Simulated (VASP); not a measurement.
Ti, 3 atoms in the cell. The cell holds a slab with vacuum, 3 atoms: a = 2.908 Å, b = 2.908 Å, c = 18.748 Å, α = 90.00°, β = 90.00°, γ = 120.00°. 

```yaml
Program: VASP 6.6.1
Task: relaxation of the atoms
Functional: PBE
Potentials_or_basis: VASP PAW PBE potentials, release 64 (Ti_sv)
Cutoff: 520 eV
k_mesh: 12 × 12 × 1
Occupations: gaussian, width 0.1 eV
Spin: no spin polarisation
Dipole_correction: yes
Atoms_held_fixed_from_0: "[0]"
Further_INCAR_settings: ALGO = Normal; EDIFF = 1e-06; IBRION = 2; EDIFFG = -0.03; NSW = 70
```

Potentials or basis: VASP PAW PBE potentials, release 64 (Ti_sv).

Command:

```console
$ cat potpaw_PBE.64/Ti_sv/POTCAR > POTCAR
$ mpirun -np 1 vasp_std > vasp.out
```

Hardware: 1 thread of AMD EPYC 7R13 Processor (Zen 3), with other jobs on the host.

**Question.** Estimate the wall time of this run.

**Answer.** It took 10 min on 1 thread of AMD EPYC 7R13 Processor (Zen 3), on a shared host, peak memory 0.25 GiB. Counts: scf iterations 126, k points 19, ion steps 10.
